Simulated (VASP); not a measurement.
Wanted: the native input for a VASP 6.6.1 run.

```
Task                   : relaxation of cell and atoms
Functional             : PBE
Potentials or basis    : VASP PAW PBE potentials, release 64 (Al, P)
Cutoff                 : 600 eV
k mesh                 : 12 × 6 × 6
Occupations            : gaussian, width 0.1 eV
Spin                   : no spin polarisation
Dipole correction      : no
Further INCAR settings : ALGO = Normal; EDIFF = 1e-06; IBRION = 2; EDIFFG = -0.01; NSW = 100; ISIF = 3
```

The structure of Al2P3 lies in POSCAR:

```
Al2P3
1.0
    3.4204932873      0.0000000000      0.0000000000
    0.0000000000      6.4002890816      0.0000000000
    0.0000000000      0.0000000000      7.8932901219
Al P
4 6
Direct
    0.0000000000      0.7421463395      0.1935461792
    0.0000000000      0.2578536605      0.1935461792
    0.5000000000      0.7578536605      0.8064538208
    0.5000000000      0.2421463395      0.8064538208
    0.0000000000      0.0000000000      0.4166450773
    0.5000000000      0.5000000000      0.3132492014
    0.0000000000      0.0000000000      0.6867507986
    0.5000000000      0.5000000000      0.5833549227
    0.5000000000      0.0000000000      0.0618121400
    0.0000000000      0.5000000000      0.9381878600
```

The input as run:

INCAR

```
SYSTEM = Al2P3
  ALGO = Normal
  EDIFF = 1E-6
  EDIFFG = -0.01
  ENCUT = 600
  GGA = PE
  IBRION = 2
  ISIF = 3
  ISMEAR = 0
  LASPH = .TRUE.
  LCHARG = .FALSE.
  LREAL = .FALSE.
  LWAVE = .FALSE.
  NELM = 80
  NSW = 100
  PREC = Accurate
  SIGMA = 0.1
```

KPOINTS

```
k-points
0
G
  12 6 6
  0 0 0
```

Potentials or basis: VASP PAW PBE potentials, release 64 (Al, P).

Launch:

```bash
$ cat potpaw_PBE.64/Al/POTCAR potpaw_PBE.64/P/POTCAR > POTCAR
$ mpirun -np 1 vasp_std > vasp.out
```

Results of the run:

```
Relaxed volume                         : 17.24 Å³/atom
Relaxed cell                           : a = 3.418 Å, b = 6.384 Å, c = 7.902 Å, α = 90.00°, β = 90.00°, γ = 90.00°
Space group after relaxing (to 0.05 Å) : Pmmn (No. 59)
Energy gained by relaxing              : 0.1 meV/atom
Ionic steps                            : 8
Pressure after relaxing                : 0.0 GPa
Largest force after relaxing           : 0.009 eV/Å
Band gap on the k mesh                 : zero (band 21 reaches 8.68 eV, above the bottom of band 22 at 5.55 eV)
```

Run time: 13 min on 1 thread of Intel(R) Xeon(R) 6975P-C (Granite Rapids), with other jobs on the host, peak memory 0.66 GiB.
